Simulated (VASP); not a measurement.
# Tc (Fm-3m) in VASP: a series of runs

Aim: see how the results for Tc move with the level of theory and the settings. Levels: PBEsol, r2SCAN, r2SCAN+D4. Tasks: relaxation of cell and atoms.

Program: VASP 6.6.1. These are calculated values, not measurements. Logs are shortened: lines on timing, memory, paths and dates and some standing lists are left out, and cuts for length are marked.

### 1 The cell of the first run

The structure is cubic, space group Fm-3m (No. 225). Conventional cell: a = 3.900 Å, b = 3.900 Å, c = 3.900 Å, α = 90.00°, β = 90.00°, γ = 90.00°. Tc (site symmetry m-3m) has 12 Tc at 2.76 Å within 3.6 Å.

This isn't the form of Tc at room conditions, which is hcp.

### 2 Relaxation of cell and atoms, PBEsol

Input file INCAR:

```
SYSTEM = Tc
PREC = Accurate
ENCUT = 600
EDIFF = 1E-6
ISMEAR = 1
SIGMA = 0.1
LREAL = .False.
LASPH = .True.
NELM = 100
ALGO = Normal
ISIF = 3
LWAVE = .False.
LCHARG = .False.
GGA = PS
IBRION = 2
NSW = 60
EDIFFG = -0.001
```

Input file KPOINTS:

```
Automatic mesh
0
Gamma
  10 10 10
  0 0 0
```

Input file POSCAR:

```
Tc
1.0
    0.0000000000      1.9500000000      1.9500000000
    1.9500000000      0.0000000000      1.9500000000
    1.9500000000      1.9500000000      0.0000000000
Tc
1
Direct
    0.0000000000      0.0000000000      0.0000000000
```

Potentials or basis: VASP PAW PBE potentials, release 64 (Tc_pv).

Run with:

```bash
$ cat potpaw_PBE.64/Tc_pv/POTCAR > POTCAR
$ mpirun -np 1 vasp_std > vasp.out
```

OUTCAR:

```text
SYSTEM = Tc
   PREC = Accurate
   ENCUT = 600
   EDIFF = 1E-6
   ISMEAR = 1
   LREAL = .False.
   LASPH = .True.
   NELM = 100
   ISIF = 3
   GGA = PS
   IBRION = 2
   NSW = 60
   EDIFFG = -0.001

 ion  position               nearest neighbor table
   1  0.000  0.000  0.000-

  LATTYP: Found a face centered cubic cell.
 ALAT       =     3.9000000000

  Lattice vectors:

 A1 = (   0.0000000000,   1.9500000000,   1.9500000000)
 A2 = (   1.9500000000,   0.0000000000,   1.9500000000)
 A3 = (   1.9500000000,   1.9500000000,   0.0000000000)

Analysis of symmetry for initial positions (statically):
=====================================================================
 Subroutine PRICEL returns:
 Original cell was already a primitive cell.

 Routine SETGRP: Setting up the symmetry group for a
 face centered cubic supercell.

 Subroutine GETGRP returns: Found 48 space group operations
 (whereof 48 operations were pure point group operations)
 out of a pool of 48 trial point group operations.

The static configuration has the point symmetry O_h .

Analysis of symmetry for dynamics (positions and initial velocities):
=====================================================================
 Subroutine PRICEL returns:
 Original cell was already a primitive cell.

 Routine SETGRP: Setting up the symmetry group for a
 face centered cubic supercell.

 Subroutine GETGRP returns: Found 48 space group operations
 (whereof 48 operations were pure point group operations)
 out of a pool of 48 trial point group operations.

The dynamic configuration has the point symmetry O_h .

 Subroutine INISYM returns: Found 48 space group operations
 (whereof 48 operations are pure point group operations),
 and found     1 'primitive' translations

----------------------------------------------------------------------------------------

                                     Primitive cell

  volume of cell :      14.8297

  direct lattice vectors                    reciprocal lattice vectors
     0.000000000  1.950000000  1.950000000    -0.256410256  0.256410256  0.256410256
     1.950000000  0.000000000  1.950000000     0.256410256 -0.256410256  0.256410256
     1.950000000  1.950000000  0.000000000     0.256410256  0.256410256 -0.256410256

  length of vectors
     2.757716447  2.757716447  2.757716447     0.444115592  0.444115592  0.444115592

  position of ions in fractional coordinates (direct lattice)
     0.000000000  0.000000000  0.000000000

  ion indices of the primitive-cell ions
   primitive index   ion index
                 1           1

----------------------------------------------------------------------------------------

 KPOINTS: Automatic mesh

Automatic generation of k-mesh.
 Grid dimensions read from file:
 generate k-points for:   10   10   10

 Generating k-lattice:

  Cartesian coordinates                     Fractional coordinates (reciprocal lattice)
    -0.025641026  0.025641026  0.025641026     0.100000000  0.000000000  0.000000000
     0.025641026 -0.025641026  0.025641026     0.000000000  0.100000000  0.000000000
     0.025641026  0.025641026 -0.025641026     0.000000000  0.000000000  0.100000000

  Length of vectors
     0.044411559  0.044411559  0.044411559

  Shift w.r.t. Gamma in fractional coordinates (k-lattice)
     0.000000000  0.000000000  0.000000000

 Subroutine IBZKPT returns following result:
 ===========================================

 Found     47 irreducible k-points:

 Following reciprocal coordinates:
            Coordinates               Weight
  0.000000  0.000000  0.000000      1.000000
  0.100000  0.000000  0.000000      8.000000
  0.200000  0.000000  0.000000      8.000000
  0.300000  0.000000  0.000000      8.000000
  0.400000  0.000000  0.000000      8.000000
  0.500000  0.000000  0.000000      4.000000
[... 16 lines left out ...]
  0.300000  0.300000  0.000000      6.000000
  0.400000  0.300000  0.000000     24.000000
 [... further k-points ...]
   k-points           NKPTS =     47   k-points in BZ     NKDIM =     47   number of bands    NBANDS=     10
   number of dos      NEDOS =    301   number of ions     NIONS =      1
   total plane-waves  NPLWV =  13824
   dimension x,y,z NGX =    24 NGY =   24 NGZ =   24
   dimension x,y,z NGXF=    48 NGYF=   48 NGZF=   48
   ions per type =               1
   NGX,Y,Z   is equivalent  to a cutoff of  14.47, 14.47, 14.47 a.u.
   NGXF,Y,Z  is equivalent  to a cutoff of  28.94, 28.94, 28.94 a.u.
 SYSTEM =  Tc
   PREC   = accura    normal or accurate (medium, high low for compatibility)
   ISTART =      0    job   : 0-new  1-cont  2-samecut
   ICHARG =      2    charge: 1-file 2-atom 10-const
   ISPIN  =      1    spin polarized calculation?
   LNONCOLLINEAR =      F non collinear calculations
   LSORBIT =      F    spin-orbit coupling
   LASPH  =      T    aspherical Exc in radial PAW
   ENCUT  =  600.0 eV  44.10 Ry    6.64 a.u.   5.51  5.51  5.51*2*pi/ulx,y,z
   NELM   =    100;   NELMIN=  2; NELMDL= -5     # of ELM steps
   EDIFF  = 0.1E-05   stopping-criterion for ELM
   LREAL  =      F    real-space projection
   EDIFFG = -.1E-02   stopping-criterion for IOM
   NSW    =     60    number of steps for IOM
   IBRION =      2    ionic relax: 0-MD 1-quasi-New 2-CG
   NFREE  =      1    steps in history (QN), initial steepest desc. (CG)
   ISIF   =      3    stress and relaxation
   ISYM   =      2    0-nonsym 1-usesym 2-fastsym
   POTIM  = 0.5000    time-step for ionic-motion
   TEBEG  =    0.0;   TEEND  =   0.0 temperature during run
   PSTRESS=    0.0 pullay stress
   NELECT =      13.0000    total number of electrons
   NUPDOWN=      -1.0000    fix difference up-down
   EMIN   =  10.00;   EMAX   =-10.00  energy-range for DOS
   EFERMI =   0.00;   METHOD = LEGACY
   ISMEAR =     1;   SIGMA  =   0.10  broadening in eV -4-tet -1-fermi 0-gaus
   EFERMI_NEDOS =   21; number of points for ismear=-14 and -15
   IALGO  =     38    algorithm
   IMIX   =      4    mixing-type and parameters
     AMIX     =   0.40;   BMIX     =  1.00
     AMIX_MAG =   1.60;   BMIX_MAG =  1.00
  volume/ion in A,a.u.               =      14.83       100.08
  Fermi-wavevector in a.u.,A,eV,Ry     =   1.566792  2.960808 33.400086  2.454837
  Thomas-Fermi vector in A             =   2.669068
   LORBIT       =      0    0 simple, 1 ext, 2 COOP (PROOUT), +10 PAW based schemes
   GGA     = PS    functional components
   LHFCALC =     F    Hartree Fock is set to
   AEXX    =    0.0000 exact exchange contribution
   IVDW    =     0    specifies the selected vdW correction
   LEPSILON=     F    determine dielectric tensor
   LRPA    =     F    only Hartree local field effects (RPA)
 conjugate gradient relaxation of ions
 non-spin polarized calculation
 Methfessel and Paxton  Order N= 1 SIGMA  =   0.10
  energy-cutoff  :      600.00
  volume of cell :       14.83
 maximum number of plane-waves:       531
 NGX is ok and might be reduce to    24
   NGX = 11   NGY = 11   NGZ = 11

--------------------------------------- Ionic step        1  -------------------------------------------

 number of electron      13.0000001 magnetization

 Free energy of the ion-electron system (eV)
  ---------------------------------------------------
  ext. energy  EPLUGINS =         0.00000000
  ---------------------------------------------------
  free energy    TOTEN  =       -11.13773445 eV

  energy without entropy =      -11.13692257  energy(sigma->0) =      -11.13746382

------------------------ aborting loop because EDIFF is reached ----------------------------------------

  FORCE on cell =-STRESS in cart. coord.  units (eV):
  Direction    XX          YY          ZZ          XY          YZ          ZX
  --------------------------------------------------------------------------------------
  -------------------------------------------------------------------------------------
  Total       -1.3883875     -1.3883875     -1.3883875      0.0000000     -0.0000000      0.0000000
  in kB     -149.9986795   -149.9986795   -149.9986795      0.0000000     -0.0000000      0.0000000
  external PRESSURE =    -149.9986795 kB  Pullay stress =       0.0000000 kB
[... 86 lines left out ...]
  FREE ENERGIE OF THE ION-ELECTRON SYSTEM (eV)
  ---------------------------------------------------
  free  energy   TOTEN  =       -11.1743697397 eV

  energy  without entropy=      -11.1737635416  energy(sigma->0) =      -11.17416767

[... ionic steps 4 to 16 ...]

--------------------------------------- Ionic step       17  -------------------------------------------

 number of electron      12.9999999 magnetization

------------------------ aborting loop because EDIFF is reached ----------------------------------------

  FORCE on cell =-STRESS in cart. coord.  units (eV):
  Direction    XX          YY          ZZ          XY          YZ          ZX
  --------------------------------------------------------------------------------------
  -------------------------------------------------------------------------------------
  Total       -0.0035216     -0.0035216     -0.0035216      0.0000000      0.0000000      0.0000000
  in kB       -0.4007090     -0.4007090     -0.4007090      0.0000000      0.0000000      0.0000000
  external PRESSURE =      -0.4007090 kB  Pullay stress =       0.0000000 kB
[... 55 lines left out ...]
  energy  without entropy=      -11.1739747058  energy(sigma->0) =      -11.17435743

--------------------------------------- Ionic step       19  -------------------------------------------

 number of electron      12.9999999 magnetization

 Free energy of the ion-electron system (eV)
  ---------------------------------------------------
  ext. energy  EPLUGINS =         0.00000000
  ---------------------------------------------------
  free energy    TOTEN  =       -11.17454824 eV

  energy without entropy =      -11.17397601  energy(sigma->0) =      -11.17435750

 E-fermi :  12.9254     XC(G=0): -14.0437

 val. band max:       12.9125941997   @ k =   0.5000   0.1000   0.0000
 cond. band min:      12.9582422460   @ k =   0.3000   0.2000   0.1000
 fundamental gap:      0.0456480463
 Fermi energy:        12.9253950938

 k-point     1 :       0.0000    0.0000    0.0000
  band No.  band energies     occupation
      1     -25.2888      2.00000
      2     -25.2888      2.00000
      3     -25.2888      2.00000
      4       5.3500      2.00000
      5      11.1314      2.00000
      6      11.1314      2.00000
      7      11.1314      2.00000
      8      13.8296     -0.00000
      9      13.8296     -0.00000
     10      26.9996      0.00000
[... 287 lines left out ...]
 k-point    24 :       0.4000    0.3000    0.0000
  band No.  band energies     occupation
      1     -26.3239      2.00000
      2     -25.7075      2.00000
      3     -25.6631      2.00000
      4       7.7566      2.00000
      5       8.2862      2.00000
      6      12.8071      2.07035
      7      14.1622     -0.00000
      8      15.8167      0.00000
      9      16.1335      0.00000
     10      27.8935      0.00000

 [... further k-points ...]

------------------------ aborting loop because EDIFF is reached ----------------------------------------

  FORCE on cell =-STRESS in cart. coord.  units (eV):
  Direction    XX          YY          ZZ          XY          YZ          ZX
  --------------------------------------------------------------------------------------
  -------------------------------------------------------------------------------------
  Total       -0.0006866     -0.0006866     -0.0006866     -0.0000000      0.0000000     -0.0000000
  in kB       -0.0781423     -0.0781423     -0.0781423     -0.0000000      0.0000000     -0.0000000
  external PRESSURE =      -0.0781423 kB  Pullay stress =       0.0000000 kB
[... 16 lines left out ...]
  FREE ENERGIE OF THE ION-ELECTRON SYSTEM (eV)
  ---------------------------------------------------
  free  energy   TOTEN  =       -11.1745482407 eV

  energy  without entropy=      -11.1739760105  energy(sigma->0) =      -11.17435750

 reached required accuracy - stopping structural energy minimisation
```

Run time: 79 s. Hardware: 1 thread of Intel Xeon 8259CL, shared host; peak memory 0.15 GiB.

What came out:

```yaml
Free_energy: -11.1745 eV
Relaxed_volume: 14.08 Å³/atom
Relaxed_cell: a = 2.710 Å, b = 2.710 Å, c = 2.710 Å, α = 60.00°, β = 60.00°, γ = 60.00°
Space_group_after_relaxing_to_0.1_Å: Fm-3m (No. 225)
Energy_gained_by_relaxing: 36.8 meV/atom
Ionic_steps: 19
Pressure_after_relaxing: 0.0 GPa
Band_gap_on_the_k_mesh: zero (an odd number of electrons rules out a gap without spin polarisation)
```

Step by step:
| step | energy change (eV) | largest force (eV/Å) | pressure (GPa) | volume (Å³) |
| --- | --- | --- | --- | --- |
| 1 | 0.0000 | 0.0000 | -15.00 | 14.83 |
| 2 | 0.3494 | 0.0000 | 69.29 | 12.05 |
| 3 | -0.0366 | 0.0000 | -1.16 | 14.13 |
| 4 | -0.0368 | 0.0000 | -0.17 | 14.09 |
| 5 | -0.0368 | 0.0000 | 0.14 | 14.07 |
| 6 | -0.0368 | 0.0000 | -0.30 | 14.09 |
| 7 | -0.0368 | 0.0000 | -0.02 | 14.08 |
| 8 | -0.0368 | 0.0000 | -0.03 | 14.08 |
| 9 | -0.0368 | 0.0000 | 0.02 | 14.08 |
| 10 | -0.0368 | 0.0000 | 0.08 | 14.08 |
| 11 | -0.0368 | 0.0000 | 0.06 | 14.08 |
| 12 | -0.0368 | 0.0000 | 0.05 | 14.08 |
| 13 | -0.0368 | 0.0000 | 0.02 | 14.08 |
| 14 | -0.0368 | 0.0000 | -0.03 | 14.08 |
| 15 | -0.0368 | 0.0000 | -0.09 | 14.08 |
| 16 | -0.0368 | 0.0000 | -0.07 | 14.08 |
| 17 | -0.0368 | 0.0000 | -0.04 | 14.08 |
| 18 | -0.0368 | 0.0000 | -0.07 | 14.08 |
| 19 | -0.0368 | 0.0000 | -0.01 | 14.08 |

Final structure:
```cif
data_structure
_symmetry_space_group_name_H-M 'P 1'
_symmetry_Int_Tables_number 1
_cell_length_a 2.7103
_cell_length_b 2.7103
_cell_length_c 2.7103
_cell_angle_alpha 60.000
_cell_angle_beta 60.000
_cell_angle_gamma 60.000
_cell_volume 14.08
loop_
_atom_site_label
_atom_site_type_symbol
_atom_site_fract_x
_atom_site_fract_y
_atom_site_fract_z
_atom_site_occupancy
Tc1 Tc 0.00000 0.00000 0.00000 1
```

Caveat: the PAW data sets were made with another functional, which shifts forces and pressure a little.

### 3 Relaxation of cell and atoms, r2SCAN

POSCAR is that of step 2.

Input file INCAR.step1:

```
SYSTEM = Tc
PREC = Accurate ; ENCUT = 600
ISMEAR = 1 ; SIGMA = 0.1
LREAL = .False. ; LASPH = .True.
NELM = 60 ; GGA = PE
ALGO = Normal ; EDIFF = 1E-4
LWAVE = .True. ; LCHARG = .False.
```

Input file INCAR.step2:

```
SYSTEM = Tc
PREC = Accurate ; ENCUT = 600
EDIFF = 1E-6 ; ISMEAR = 1
SIGMA = 0.1 ; LREAL = .False.
LASPH = .True. ; NELM = 60
ALGO = Normal ; ISIF = 3
LWAVE = .False. ; LCHARG = .False.
METAGGA = R2SCAN ; LMIXTAU = .True.
IBRION = 2 ; NSW = 60
EDIFFG = -0.001 ; ISTART = 1
```

Input file KPOINTS:

```
regular mesh
0
Gamma
  10 10 10
  0 0 0
```

Potentials or basis: VASP PAW PBE potentials, release 64 (Tc_pv).

Run with:

```bash
$ cat potpaw_PBE.64/Tc_pv/POTCAR > POTCAR
$ cp INCAR.step1 INCAR
$ mpirun -np 1 vasp_std > vasp.out
$ cp INCAR.step2 INCAR
$ mpirun -np 1 vasp_std > vasp.out
```

It took 4.6 min on 1 thread of Intel Xeon 8259CL, shared host; peak memory 0.15 GiB.

The run converged. Its results:

| Property | Result |
| --- | --- |
| Free energy | -25.8938 eV |
| Relaxed volume | 14.36 Å³/atom |
| Relaxed cell | a = 2.728 Å, b = 2.728 Å, c = 2.728 Å, α = 60.00°, β = 60.00°, γ = 60.00° |
| Space group after relaxing (to 0.1 Å) | Fm-3m (No. 225) |
| Energy gained by relaxing | 14.7 meV/atom |
| Ionic steps | 12 |
| Pressure after relaxing | 0.0 GPa |
| Band gap on the k mesh | zero (an odd number of electrons rules out a gap without spin polarisation) |

Step by step:
```tsv
step	energy change (eV)	largest force (eV/Å)	pressure (GPa)	volume (Å³)
1	0.0000	0.0000	-9.63	14.83
2	0.1388	0.0000	39.04	13.00
3	-0.0146	0.0000	-0.53	14.38
4	-0.0147	0.0000	-0.09	14.36
5	-0.0147	0.0000	0.06	14.35
6	-0.0147	0.0000	-0.06	14.36
7	-0.0147	0.0000	-0.07	14.36
8	-0.0147	0.0000	-0.02	14.36
9	-0.0147	0.0000	0.01	14.36
10	-0.0147	0.0000	0.09	14.36
11	-0.0147	0.0000	0.09	14.36
12	-0.0147	0.0000	0.01	14.36
```

Final structure:
```
Tc
1.0
     0.00000    1.92932    1.92932
     1.92932    0.00000    1.92932
     1.92932    1.92932    0.00000
Tc
1
Direct
  0.00000 0.00000 0.00000
```

Levels at points of the mesh, in eV from the Fermi level:
```csv
k point,band 5,band 6,band 7,band 8,band 9,band 10
"(0.00, 0.00, 0.00)",-1.89,-1.89,-1.89,0.96,0.96,14.64
"(0.50, 0.00, 0.00)",-2.00,-2.00,1.23,3.00,3.00,11.36
"(0.50, 0.50, 0.00)",-5.64,3.01,3.55,3.55,4.00,13.77
```

Caveat: the PAW data sets were made with another functional, which shifts forces and pressure a little.

### 4 Relaxation of cell and atoms, r2SCAN+D4

POSCAR is that of step 3.

Input file INCAR.step1:

```
SYSTEM = Tc
  PREC = Accurate
  ENCUT = 600
  ISMEAR = 1
  SIGMA = 0.1
  LREAL = .False.
  LASPH = .True.
  NELM = 60
  GGA = PE
  ALGO = Normal
  EDIFF = 1E-4
  LWAVE = .True.
  LCHARG = .False.
```

Input file INCAR.step2:

```
SYSTEM = Tc
  PREC = Accurate
  ENCUT = 600
  EDIFF = 1E-7
  ISMEAR = 1
  SIGMA = 0.1
  LREAL = .False.
  LASPH = .True.
  NELM = 60
  ALGO = Normal
  ISIF = 3
  LWAVE = .False.
  LCHARG = .False.
  METAGGA = R2SCAN
  LMIXTAU = .True.
  IVDW = 13
  VDW_S6 = 1.0
  VDW_S8 = 0.6018749
  VDW_A1 = 0.51559235
  VDW_A2 = 5.77342911
  IBRION = 2
  NSW = 60
  EDIFFG = -0.001
  ISTART = 1
```

Input file KPOINTS:

```
Automatic mesh
0
Gamma
  10 10 10
  0 0 0
```

Run with:

```bash
$ cat potpaw_PBE.64/Tc_pv/POTCAR > POTCAR
$ cp INCAR.step1 INCAR
$ mpirun -np 1 vasp_std > vasp.out
$ cp INCAR.step2 INCAR
$ mpirun -np 1 vasp_std > vasp.out
```

It took 4.4 min on 1 thread of Intel Xeon 8259CL, shared host; peak memory 0.16 GiB.

Results (log left out):

- Free energy: -26.0928 eV
- Relaxed volume: 14.28 Å³/atom
- Relaxed cell: a = 2.723 Å, b = 2.723 Å, c = 2.723 Å, α = 60.00°, β = 60.00°, γ = 60.00°
- Space group after relaxing (to 0.1 Å): Fm-3m (No. 225)
- Energy gained by relaxing: 20.5 meV/atom
- Ionic steps: 12
- Pressure after relaxing: 0.0 GPa
- Band gap on the k mesh: zero (an odd number of electrons rules out a gap without spin polarisation)
- Dispersion energy per atom: -0.199 eV

Step by step:
```csv
step,energy change (eV),largest force (eV/Å),pressure (GPa),volume (Å³)
1,0.0000,0.0000,-11.42,14.83
2,0.2022,0.0000,48.89,12.67
3,-0.0205,0.0000,-0.73,14.31
4,-0.0205,0.0000,-0.09,14.28
5,-0.0205,0.0000,0.16,14.27
6,-0.0205,0.0000,-0.42,14.29
7,-0.0205,0.0000,0.04,14.27
8,-0.0205,0.0000,0.02,14.28
9,-0.0205,0.0000,-0.06,14.28
10,-0.0205,0.0000,-0.03,14.28
11,-0.0205,0.0000,-0.02,14.28
12,-0.0205,0.0000,-0.01,14.28
```

Final structure:
```cif
data_structure
_symmetry_space_group_name_H-M 'P 1'
_symmetry_Int_Tables_number 1
_cell_length_a 2.7230
_cell_length_b 2.7230
_cell_length_c 2.7230
_cell_angle_alpha 60.000
_cell_angle_beta 60.000
_cell_angle_gamma 60.000
_cell_volume 14.28
loop_
_atom_site_label
_atom_site_type_symbol
_atom_site_fract_x
_atom_site_fract_y
_atom_site_fract_z
_atom_site_occupancy
Tc1 Tc 0.00000 0.00000 0.00000 1
```

Levels at points of the mesh, in eV from the Fermi level:
| k point | band 4 | band 5 | band 6 | band 7 | band 8 | band 9 | band 10 |
| --- | --- | --- | --- | --- | --- | --- | --- |
| (0.00, 0.00, 0.00) | -7.93 | -1.91 | -1.91 | -1.91 | 0.97 | 0.97 | 14.64 |
| (0.50, 0.00, 0.00) | -5.89 | -2.02 | -2.02 | 1.24 | 3.03 | 3.03 | 11.45 |
| (0.50, 0.50, 0.00) | -6.23 | -5.68 | 3.04 | 3.59 | 3.59 | 4.04 | 13.82 |

Caveat: the PAW data sets were made with another functional, which shifts forces and pressure a little.

### 5 The runs side by side

| level | gap on the mesh (eV) | pressure (GPa) | relaxed volume (Å³/atom) |
| --- | --- | --- | --- |
| PBEsol | none | 0.0 | 14.08 |
| r2SCAN | none | 0.0 | 14.36 |
| r2SCAN+D4 | none | 0.0 | 14.28 |

Alike in all rows: task relaxation of cell and atoms; potentials or basis VASP PAW PBE potentials, release 64 (Tc_pv); no spin polarisation; cell relaxed; k mesh 10 × 10 × 10; cutoff (eV) 600; smearing methfessel-paxton 0.1 eV.

Caveats: the PAW data sets were made with another functional, which shifts forces and pressure a little.

Total energies depend on the potentials used, so only differences within one code and one set of settings carry meaning.
